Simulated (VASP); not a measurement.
## Li: single point with PBEsol

Crystal: Li.

```
CELL_PARAMETERS angstrom
7.20531 0.00000 0.00000
0.00000 7.20531 0.00000
0.00000 0.00000 7.20531
ATOMIC_POSITIONS crystal
Li 0.99219 0.05647 0.03396
Li 0.50602 0.02334 0.04751
Li 0.01564 0.54476 0.02078
Li 0.98247 0.10095 0.52425
Li 0.23231 0.26991 0.26181
Li 0.50356 0.54704 0.00538
Li 0.44016 0.00006 0.52013
Li 0.72381 0.24375 0.28043
Li 0.99307 0.55978 0.55386
Li 0.25716 0.74857 0.28458
Li 0.29521 0.31319 0.67599
Li 0.54489 0.52385 0.47916
Li 0.76652 0.78889 0.30609
Li 0.71515 0.29424 0.76627
Li 0.25637 0.83057 0.77700
Li 0.78423 0.83984 0.75246
```

```yaml
Program: VASP 6.6.1
Task: single point
Functional: PBEsol
Potentials_or_basis: VASP PAW PBE potentials, release 64 (Li_sv)
Cutoff: 520 eV
k_mesh: 2 × 2 × 2
Occupations: fermi-dirac, width 0.11 eV
Spin: no spin polarisation
Dipole_correction: no
Further_INCAR_settings: LREAL = Auto; ALGO = Normal; EDIFF = 1e-07; NBANDS = 38
```

```
Largest force          : 0.608 eV/Å
Band gap on the k mesh : zero (band 24 reaches 0.51 eV, above the bottom of band 25 at -0.25 eV)
```

Forces in eV/Å, atoms in the order of the input:
```
Li   0.097 -0.095 -0.135
Li  -0.075 -0.020 -0.121
Li  -0.191 -0.114 -0.088
Li   0.159 -0.240  0.007
Li   0.220  0.200  0.043
Li   0.026  0.061  0.052
Li   0.520  0.131 -0.287
Li  -0.004  0.238  0.026
Li   0.074 -0.169 -0.113
Li  -0.160  0.148  0.019
Li  -0.183  0.032  0.494
Li  -0.119  0.189  0.091
Li   0.059  0.190 -0.223
Li   0.114 -0.162  0.042
Li  -0.220 -0.259  0.123
Li  -0.316 -0.127  0.069
```

Levels at points of the mesh, in eV from the Fermi level:
```csv
k point,band 20,band 21,band 22,band 23,band 24,band 25,band 26,band 27
"(0.00, 0.00, 0.00)",-0.96,-0.96,-0.92,-0.90,0.40,0.43,0.46,0.51
"(0.50, 0.00, 0.00)",-0.56,-0.52,-0.45,-0.40,-0.37,-0.36,-0.31,1.09
"(0.00, 0.50, 0.00)",-0.54,-0.51,-0.46,-0.42,-0.36,-0.34,-0.32,1.05
"(0.00, 0.00, 0.50)",-0.57,-0.56,-0.48,-0.44,-0.34,-0.27,-0.26,1.02
"(0.50, 0.50, 0.00)",-2.06,-0.12,0.03,0.04,0.08,0.10,0.18,0.22
"(0.00, 0.50, 0.50)",-2.01,-0.13,-0.06,0.08,0.12,0.15,0.18,0.24
"(0.50, 0.00, 0.50)",-2.03,-0.12,-0.08,0.03,0.11,0.19,0.23,0.25
"(0.50, 0.50, 0.50)",-1.56,-1.53,-1.50,-1.44,-1.41,1.92,2.12,2.21
```

Run time: 94 s on 1 thread of Intel(R) Xeon(R) 6975P-C (Granite Rapids) (shared host), peak memory 0.38 GiB.

Caveat: the k points lie up to 0.44 Å⁻¹ apart; the PAW data sets were made with another functional, which shifts forces and pressure a little.
